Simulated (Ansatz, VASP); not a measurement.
# KF: VASP beside Ansatz

```
CELL_PARAMETERS angstrom
3.31974 -1.91124 -0.00746
3.31974 1.91124 -0.00746
-2.21947 0.00000 6.26892
ATOMIC_POSITIONS crystal
K 0.50000 0.00000 0.00000
K 0.00000 0.50000 0.50000
F 0.75008 0.24992 0.75000
F 0.24992 0.75008 0.25000
```

Alike in both runs: functional PBE; k mesh 6 × 6 × 4; occupations gaussian, width 0.1 eV; no spin polarisation.

Ansatz relaxed the structure, and its values are those at the end. VASP's run is a single point on that final structure, the one shown.

```csv
,VASP,Ansatz
version,VASP 6.6.1,Ansatz 0.2.0
potentials or method,"VASP PAW PBE potentials, release 64 (K_sv, F), cutoff 520 eV","scalar-relativistic, plane waves, PAW"
valence electrons in the cell,32,32
```

```tsv
	VASP	Ansatz	Ansatz less VASP
gap on the k mesh at the Fermi level (eV)	5.95	5.97	+0.015
least direct gap on the mesh (eV)	5.95	5.97	+0.015
pressure (GPa)	0.1	0.1	0.00
```

The functional is the same, so the differences come from potentials, cutoffs and numerics.
